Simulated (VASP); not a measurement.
# ScRu3 (Pm-3m) in VASP: single point with LDA

Aim: the single point of ScRu3 with LDA.

All numbers are computed with VASP 6.6.1; they aren't measurements. Logs are shortened: lines on timing, memory, paths and dates and some standing lists are left out, and cuts for length are marked.

**1. The cell of the first run**

The structure is cubic, space group Pm-3m (No. 221). Conventional cell: a = 3.808 Å, b = 3.808 Å, c = 3.808 Å, α = 90.00°, β = 90.00°, γ = 90.00°. Sc (site symmetry m-3m) has 12 Ru at 2.69 Å within 3.6 Å. Within 3.6 Å of Ru (site symmetry 4/mmm) lie 4 Sc at 2.69 Å and 8 Ru at 2.69 Å.

**2. Single point, LDA (strained)**

The input, INCAR:

```
ALGO     = Fast           # electronic algorithm
EDIFF    = 1E-6           # SCF threshold, eV
ENCUT    = 520            # plane-wave cutoff, eV
GGA      = CA             # functional
ISIF     = 2              # what is computed and relaxed
ISMEAR   = 0              # smearing method
LASPH    = True           # aspherical terms in the spheres
LCHARG   = True           # write CHGCAR
LELF     = True           # ELF
LREAL    = False          # projectors in reciprocal space
LVHAR    = True         
LWAVE    = False          # write WAVECAR
NBANDS   = 34             # bands
NELM     = 80             # most SCF steps
PREC     = Accurate       # precision mode
SIGMA    = 0.1            # smearing width, eV
```

The input, KPOINTS:

```
k-points
0
Gamma
  10 10 10
```

The input, POSCAR:

```
ScRu3
1.0
    3.8079959666      0.0000000000      0.0000000000
    0.0000000000      3.8079959666      0.0000000000
    0.0000000000      0.0000000000      3.8079959666
Sc Ru
1 3
Direct
    0.0000000000      0.0000000000      0.0000000000
    0.0000000000      0.5000000000      0.5000000000
    0.5000000000      0.0000000000      0.5000000000
    0.5000000000      0.5000000000      0.0000000000
```

Potentials or basis: VASP PAW LDA potentials, release 64 (Sc_sv, Ru_pv).

The run is started by

```
> cat potpaw_LDA.64/Sc_sv/POTCAR potpaw_LDA.64/Ru_pv/POTCAR > POTCAR
> mpirun -np 1 vasp_std > vasp.out
```

OUTCAR:

```text
EDIFF = 1E-6
   ENCUT = 520
   GGA = CA
   ISIF = 2
   ISMEAR = 0
   LASPH = True
   LREAL = False
   NELM = 80
   PREC = Accurate

 ion  position               nearest neighbor table
   1  0.000  0.000  0.000-   2 2.69   3 2.69   4 2.69   2 2.69   3 2.69   2 2.69   4 2.69   2 2.69
                             3 2.69   4 2.69   3 2.69   4 2.69
   2  0.000  0.500  0.500-   1 2.69   3 2.69   4 2.69   1 2.69   4 2.69   1 2.69   3 2.69   1 2.69
                             3 2.69   4 2.69   4 2.69   3 2.69
   3  0.500  0.000  0.500-   1 2.69   2 2.69   4 2.69   1 2.69   4 2.69   2 2.69   4 2.69   4 2.69
                             1 2.69   2 2.69   1 2.69   2 2.69
   4  0.500  0.500  0.000-   1 2.69   2 2.69   3 2.69   2 2.69   3 2.69   1 2.69   3 2.69   3 2.69
                             1 2.69   2 2.69   2 2.69   1 2.69

  LATTYP: Found a simple cubic cell.
 ALAT       =     3.8079959666

  Lattice vectors:

 A1 = (   3.8079959666,   0.0000000000,   0.0000000000)
 A2 = (   0.0000000000,   3.8079959666,   0.0000000000)
 A3 = (   0.0000000000,   0.0000000000,   3.8079959666)

Analysis of symmetry for initial positions (statically):
=====================================================================
 Subroutine PRICEL returns:
 Original cell was already a primitive cell.

 Routine SETGRP: Setting up the symmetry group for a
 simple cubic supercell.

 Subroutine GETGRP returns: Found 48 space group operations
 (whereof 48 operations were pure point group operations)
 out of a pool of 48 trial point group operations.

The static configuration has the point symmetry O_h .

Analysis of symmetry for dynamics (positions and initial velocities):
=====================================================================
 Subroutine PRICEL returns:
 Original cell was already a primitive cell.

 Routine SETGRP: Setting up the symmetry group for a
 simple cubic supercell.

 Subroutine GETGRP returns: Found 48 space group operations
 (whereof 48 operations were pure point group operations)
 out of a pool of 48 trial point group operations.

The dynamic configuration has the point symmetry O_h .

 Subroutine INISYM returns: Found 48 space group operations
 (whereof 48 operations are pure point group operations),
 and found     1 'primitive' translations

----------------------------------------------------------------------------------------

                                     Primitive cell

  volume of cell :      55.2191

  direct lattice vectors                    reciprocal lattice vectors
     3.807995967  0.000000000  0.000000000     0.262605320  0.000000000  0.000000000
     0.000000000  3.807995967  0.000000000     0.000000000  0.262605320  0.000000000
     0.000000000  0.000000000  3.807995967     0.000000000  0.000000000  0.262605320

  length of vectors
     3.807995967  3.807995967  3.807995967     0.262605320  0.262605320  0.262605320

  position of ions in fractional coordinates (direct lattice)
     0.000000000  0.000000000  0.000000000
     0.000000000  0.500000000  0.500000000
     0.500000000  0.000000000  0.500000000
     0.500000000  0.500000000  0.000000000

  ion indices of the primitive-cell ions
   primitive index   ion index
                 1           1
                 2           2
                 3           3
                 4           4

----------------------------------------------------------------------------------------

 KPOINTS: k-points

Automatic generation of k-mesh.
 Grid dimensions read from file:
 generate k-points for:   10   10   10

 Generating k-lattice:

  Cartesian coordinates                     Fractional coordinates (reciprocal lattice)
     0.026260532  0.000000000  0.000000000     0.100000000  0.000000000  0.000000000
     0.000000000  0.026260532  0.000000000     0.000000000  0.100000000  0.000000000
     0.000000000  0.000000000  0.026260532     0.000000000  0.000000000  0.100000000

  Length of vectors
     0.026260532  0.026260532  0.026260532

  Shift w.r.t. Gamma in fractional coordinates (k-lattice)
     0.000000000  0.000000000  0.000000000

 Subroutine IBZKPT returns following result:
 ===========================================

 Found     56 irreducible k-points:

 Following reciprocal coordinates:
            Coordinates               Weight
  0.000000  0.000000  0.000000      1.000000
  0.100000  0.000000  0.000000      6.000000
  0.200000  0.000000  0.000000      6.000000
  0.300000  0.000000  0.000000      6.000000
  0.400000  0.000000  0.000000      6.000000
  0.500000  0.000000  0.000000      3.000000
[... 16 lines left out ...]
  0.200000  0.100000  0.100000     24.000000
  0.300000  0.100000  0.100000     24.000000
 [... further k-points ...]
   k-points           NKPTS =     56   k-points in BZ     NKDIM =     56   number of bands    NBANDS=     34
   number of dos      NEDOS =    301   number of ions     NIONS =      4
   total plane-waves  NPLWV =  21952
   dimension x,y,z NGX =    28 NGY =   28 NGZ =   28
   dimension x,y,z NGXF=    56 NGYF=   56 NGZF=   56
   ions per type =               1   3
   NGX,Y,Z   is equivalent  to a cutoff of  12.22, 12.22, 12.22 a.u.
   NGXF,Y,Z  is equivalent  to a cutoff of  24.45, 24.45, 24.45 a.u.
 SYSTEM =  unknown system
   PREC   = accura    normal or accurate (medium, high low for compatibility)
   ISTART =      0    job   : 0-new  1-cont  2-samecut
   ICHARG =      2    charge: 1-file 2-atom 10-const
   ISPIN  =      1    spin polarized calculation?
   LNONCOLLINEAR =      F non collinear calculations
   LSORBIT =      F    spin-orbit coupling
   LASPH  =      T    aspherical Exc in radial PAW
   ENCUT  =  520.0 eV  38.22 Ry    6.18 a.u.   7.08  7.08  7.08*2*pi/ulx,y,z
   NELM   =     80;   NELMIN=  2; NELMDL= -5     # of ELM steps
   EDIFF  = 0.1E-05   stopping-criterion for ELM
   LREAL  =      F    real-space projection
   EDIFFG = 0.1E-04   stopping-criterion for IOM
   NSW    =      0    number of steps for IOM
   IBRION =     -1    ionic relax: 0-MD 1-quasi-New 2-CG
   NFREE  =      0    steps in history (QN), initial steepest desc. (CG)
   ISIF   =      2    stress and relaxation
   ISYM   =      2    0-nonsym 1-usesym 2-fastsym
   POTIM  = 0.5000    time-step for ionic-motion
   TEBEG  =    0.0;   TEEND  =   0.0 temperature during run
   PSTRESS=    0.0 pullay stress
   NELECT =      53.0000    total number of electrons
   NUPDOWN=      -1.0000    fix difference up-down
   EMIN   =  10.00;   EMAX   =-10.00  energy-range for DOS
   EFERMI =   0.00;   METHOD = LEGACY
   ISMEAR =     0;   SIGMA  =   0.10  broadening in eV -4-tet -1-fermi 0-gaus
   EFERMI_NEDOS =   21; number of points for ismear=-14 and -15
   IALGO  =     68    algorithm
   IMIX   =      4    mixing-type and parameters
     AMIX     =   0.40;   BMIX     =  1.00
     AMIX_MAG =   1.60;   BMIX_MAG =  1.00
  volume/ion in A,a.u.               =      13.80        93.16
  Fermi-wavevector in a.u.,A,eV,Ry     =   1.614868  3.051658 35.481246  2.607798
  Thomas-Fermi vector in A             =   2.709707
   LORBIT       =      0    0 simple, 1 ext, 2 COOP (PROOUT), +10 PAW based schemes
   GGA     = CA    functional components
   LHFCALC =     F    Hartree Fock is set to
   AEXX    =    0.0000 exact exchange contribution
   IVDW    =     0    specifies the selected vdW correction
   LEPSILON=     F    determine dielectric tensor
   LRPA    =     F    only Hartree local field effects (RPA)
 non-spin polarized calculation
 RMM-DIIS sequential band-by-band and
 Gauss-broadening in eV      SIGMA  =   0.10
  energy-cutoff  :      520.00
  volume of cell :       55.22
 maximum number of plane-waves:      1504
   NGX = 15   NGY = 15   NGZ = 15

 number of electron      53.0000020 magnetization

 Free energy of the ion-electron system (eV)
  ---------------------------------------------------
  ext. energy  EPLUGINS =         0.00000000
  ---------------------------------------------------
  free energy    TOTEN  =       -38.83987461 eV

  energy without entropy =      -38.80731277  energy(sigma->0) =      -38.82359369

 E-fermi :  10.8022     XC(G=0): -13.8919

 val. band max:       10.7943247775   @ k =   0.4000   0.2000   0.0000
 cond. band min:      10.8161918973   @ k =   0.3000   0.0000   0.0000
 fundamental gap:      0.0218671198
 Fermi energy:        10.8021967670

 k-point     1 :       0.0000    0.0000    0.0000
  band No.  band energies     occupation
      1     -36.3961      2.00000
      2     -31.6816      2.00000
      3     -31.6816      2.00000
      4     -31.6816      2.00000
      5     -31.1852      2.00000
      6     -31.1852      2.00000
[... 26 lines left out ...]
     33      15.7770      0.00000
     34      15.7920      0.00000

 k-point     2 :       0.1000    0.0000    0.0000
  band No.  band energies     occupation
      1     -36.3973      2.00000
      2     -31.6719      2.00000
      3     -31.6719      2.00000
      4     -31.6648      2.00000
      5     -31.1884      2.00000
      6     -31.1884      2.00000
[... 26 lines left out ...]
     33      15.6795      0.00000
     34      15.8212      0.00000

 k-point     3 :       0.2000    0.0000    0.0000
  band No.  band energies     occupation
      1     -36.4006      2.00000
      2     -31.6448      2.00000
      3     -31.6448      2.00000
      4     -31.6159      2.00000
      5     -31.1989      2.00000
      6     -31.1989      2.00000
[... 26 lines left out ...]
     33      15.4371      0.00000
     34      15.5780      0.00000

 k-point     4 :       0.3000    0.0000    0.0000
  band No.  band energies     occupation
      1     -36.4046      2.00000
      2     -31.6066      2.00000
      3     -31.6066      2.00000
      4     -31.5401      2.00000
      5     -31.2178      2.00000
      6     -31.2178      2.00000
[... 26 lines left out ...]
     33      15.1482      0.00000
     34      15.1593      0.00000

 k-point     5 :       0.4000    0.0000    0.0000
  band No.  band energies     occupation
      1     -36.4078      2.00000
      2     -31.5699      2.00000
      3     -31.5699      2.00000
      4     -31.4463      2.00000
      5     -31.2404      2.00000
      6     -31.2404      2.00000
[... 621 lines left out ...]
 k-point    22 :       0.1000    0.1000    0.1000
  band No.  band energies     occupation
      1     -36.3994      2.00000
      2     -31.6876      2.00000
      3     -31.6266      2.00000
      4     -31.6266      2.00000
      5     -31.2085      2.00000
      6     -31.2085      2.00000
[... 26 lines left out ...]
     33      15.6232      0.00000
     34      15.6237      0.00000

 k-point    23 :       0.2000    0.1000    0.1000
  band No.  band energies     occupation
      1     -36.4019      2.00000
      2     -31.6812      2.00000
      3     -31.6005      2.00000
      4     -31.5651      2.00000
      5     -31.2383      2.00000
      6     -31.2184      2.00000
[... 26 lines left out ...]
     33      15.3167      0.00000
     34      15.7766      0.00000

 k-point    24 :       0.3000    0.1000    0.1000
  band No.  band energies     occupation
      1     -36.4050      2.00000
      2     -31.6561      2.00000
      3     -31.5625      2.00000
      4     -31.4911      2.00000
      5     -31.2745      2.00000
      6     -31.2471      2.00000
[... 26 lines left out ...]
     33      15.1265      0.00000
     34      15.4705      0.00000

 [... further k-points ...]

------------------------ aborting loop because EDIFF is reached ----------------------------------------

  FORCE on cell =-STRESS in cart. coord.  units (eV):
  Direction    XX          YY          ZZ          XY          YZ          ZX
  --------------------------------------------------------------------------------------
  -------------------------------------------------------------------------------------
  Total        2.9595093      2.9595093      2.9595093      0.0000000      0.0000000     -0.0000000
  in kB       85.8698780     85.8698780     85.8698780      0.0000000      0.0000000     -0.0000000
  external PRESSURE =      85.8698780 kB  Pullay stress =       0.0000000 kB

 VOLUME and BASIS-vectors are now :
 -----------------------------------------------------------------------------
  energy-cutoff  :      520.00
  volume of cell :       55.22
      direct lattice vectors                 reciprocal lattice vectors
     3.807995967  0.000000000  0.000000000     0.262605320  0.000000000  0.000000000
     0.000000000  3.807995967  0.000000000     0.000000000  0.262605320  0.000000000
     0.000000000  0.000000000  3.807995967     0.000000000  0.000000000  0.262605320

 POSITION                                       TOTAL-FORCE (eV/Angst)
 -----------------------------------------------------------------------------------
      0.00000      0.00000      0.00000         0.000000      0.000000      0.000000
      0.00000      1.90400      1.90400         0.000000      0.000000      0.000000
      1.90400      0.00000      1.90400         0.000000      0.000000      0.000000
      1.90400      1.90400      0.00000         0.000000      0.000000      0.000000
 -----------------------------------------------------------------------------------
    total drift:                                0.000000      0.000000      0.000000

  FREE ENERGIE OF THE ION-ELECTRON SYSTEM (eV)
  ---------------------------------------------------
  free  energy   TOTEN  =       -38.8398746057 eV

  energy  without entropy=      -38.8073127655  energy(sigma->0) =      -38.82359369
```

Run time: 1.8 min. Hardware: 1 thread of AMD EPYC 7R43 (Zen 3), shared host; peak memory 0.16 GiB.

What came out:

- Free energy: -38.8399 eV
- Pressure: 8.6 GPa
- Band gap on the k mesh: zero (an odd number of electrons rules out a gap without spin polarisation)

Caveat: the cell differs from its parent crystal (strained); the cell stands under pressure.
